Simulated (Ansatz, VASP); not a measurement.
# Ir in VASP and in Ansatz

POSCAR

```
Ir
1.0
    2.5312676630      0.0000000000      0.0000000000
   -1.2656338315      2.1921420999      0.0000000000
    0.0000000000      0.0000000000      4.8192732000
Ir
2
Direct
    0.6666666667      0.3333333333      0.7500000000
    0.3333333333      0.6666666667      0.2500000000
```

File INCAR.step1:

```
PREC = Accurate ; ENCUT = 520
ISMEAR = 0 ; SIGMA = 0.15
LREAL = False ; LASPH = True
NELM = 80 ; NBANDS = 16
GGA = PE ; ALGO = Normal
EDIFF = 1E-4 ; LWAVE = True
LCHARG = False
```

Contents of INCAR.step2:

```
PREC = Accurate ; ENCUT = 520
EDIFF = 1E-6 ; ISMEAR = 0
SIGMA = 0.15 ; LREAL = False
LASPH = True ; NELM = 80
ALGO = Normal ; ISIF = 2
LWAVE = False ; LCHARG = True
METAGGA = R2SCAN ; LMIXTAU = True
LELF = True ; LVHAR = True
NBANDS = 16 ; ISTART = 1
```

KPOINTS

```
Automatic mesh
0
Gamma
  18 18 12
```

Input for Ansatz:

```yaml
crystal:
  lattice:
    - [2.531267663, 0.0, 0.0]
    - [-1.2656338315, 2.1921420999, 0.0]
    - [0.0, 0.0, 4.8192732]
  atoms:
    - { symbol: Ir, position: [0.6666666667, 0.3333333333, 0.75] }
    - { symbol: Ir, position: [0.3333333333, 0.6666666667, 0.25] }
basis:
  ecutwfc: 500
kpoints:
  mp_grid: { grid: [18, 18, 12] }
hamiltonian:
  xc: r2scan
scf:
  occupations: { method: gaussian, width: 0.15 }
output:
  forces: true
  stress: true
  eigenvalues: true
```

Change from the starting cell: strain -0.080 along x and y, +0.080 along z, atoms carried along.

Alike in both runs: task single point; functional r2SCAN; k mesh 18 × 18 × 12; occupations gaussian, width 0.15 eV; no spin polarisation.

|  | VASP | Ansatz |
| --- | --- | --- |
| version | VASP 6.6.1 | Ansatz 0.2.0 |
| potentials or method | VASP PAW PBE potentials, release 64 (Ir), cutoff 520 eV | scalar-relativistic, plane waves, PAW |
| valence electrons in the cell | 18 | 34 |

|  | VASP | Ansatz | Ansatz less VASP |
| --- | --- | --- | --- |
| gap on the k mesh at the Fermi level (eV) | none | none | - |
| pressure (GPa) | 46.8 | 42.9 | -3.91 |
| traceless stress, the component that is largest in VASP (GPa) | -59.03 | -57.88 | +1.141 |

VASP's potentials were made for PBE, not for r2SCAN. A gap of «none» marks a metal or a gap that the smearing closes. Both programs put the cell under a high pressure, so it lies far from rest at this level. The functional is the same, so the differences come from potentials, cutoffs and numerics. VASP's potentials hold 18 valence electrons a cell and Ansatz's 34, so a difference there can come from the potentials and not from the codes.

Neither program's run includes spin-orbit coupling.
